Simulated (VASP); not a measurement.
Here is a VASP 6.6.1 calculation.

INCAR

```
SYSTEM = NaH
ALGO = Normal
EDIFF = 1E-6
EDIFFG = -0.005
ENCUT = 600
GGA = PE
IBRION = 2
ISIF = 3
ISMEAR = -1
LASPH = .True.
LCHARG = .False.
LREAL = .False.
LWAVE = .False.
NELM = 60
NSW = 60
PREC = Accurate
SIGMA = 0.08
```

The input KPOINTS:

```
k-points
0
Gamma
  12 12 12
  0 0 0
```

File POSCAR:

```
NaH
1.0
    3.2068613193      0.0000000000      0.0000000000
    0.0000000000      3.2068613193      0.0000000000
    0.0000000000      0.0000000000      3.2068613193
Na H
1 1
Direct
    0.0000000000      0.0000000000      0.0000000000
    0.5000000000      0.5000000000      0.5000000000
```

Potentials or basis: VASP PAW PBE potentials, release 64 (Na_pv, H).

Run with:

```bash
$ cat potpaw_PBE.64/Na_pv/POTCAR potpaw_PBE.64/H/POTCAR > POTCAR
$ mpirun -np 1 vasp_std > vasp.out
```

(1) Predict the relaxed cell.

(2) Predict the relaxed volume.

(3) Predict the space group after relaxing (to 0.05 Å).

(4) Estimate the band gap on the k mesh.

## Answers

(1) a = 2.964 Å, b = 2.964 Å, c = 2.964 Å, α = 90.00°, β = 90.00°, γ = 90.00°.

(2) 13.02 Å³/atom.

(3) Pm-3m (No. 221).

(4) 1.03 eV, indirect (least direct gap 4.41 eV).

Caveat: the volume moved by over 15 % at a fixed basis, so the end points are rough.
